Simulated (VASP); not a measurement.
Input of a VASP 6.6.1 run:

The input INCAR:

```
  PREC = Accurate
  ENCUT = 520
  EDIFF = 1E-7
  ISMEAR = -1
  SIGMA = 0.02
  LREAL = F
  LASPH = T
  NELM = 60
  ALGO = Normal
  ISIF = 2
  LWAVE = F
  LCHARG = F
  GGA = PE
  NBANDS = 15
```

KPOINTS

```
Automatic mesh
0
Gamma
  10 10 10
```

File POSCAR:

```
CaO
1.0
    0.0000000000      2.3975502232      2.3076420899
    2.3975502232      0.0000000000      2.3076420899
    2.3975502232      2.3975502232      0.0000000000
Ca O
1 1
Direct
    0.0000000000      0.0000000000      0.0000000000
    0.5000000000      0.5000000000      0.5000000000
```

Potentials or basis: VASP PAW PBE potentials, release 64 (Ca_sv, O).

Launch:

```bash
$ cat potpaw_PBE.64/Ca_sv/POTCAR potpaw_PBE.64/O/POTCAR > POTCAR
$ mpirun -np 1 vasp_std > vasp.out
```

Task: What does it give for the pressure?

Result: 8.4 GPa.

Task: Predict the band gap on the k mesh.

Result: 3.45 eV (least direct gap 3.94 eV).

Stress tensor (GPa, compression positive):
```
 5.59  0.00  0.00
 0.00  5.59  0.00
 0.00  0.00 14.12
```

Caveat: the cell differs from its parent crystal (uniaxial z strain -3.8%); the stress differs along the axes, from 6 to 14 GPa. A k mesh can miss the band edges.
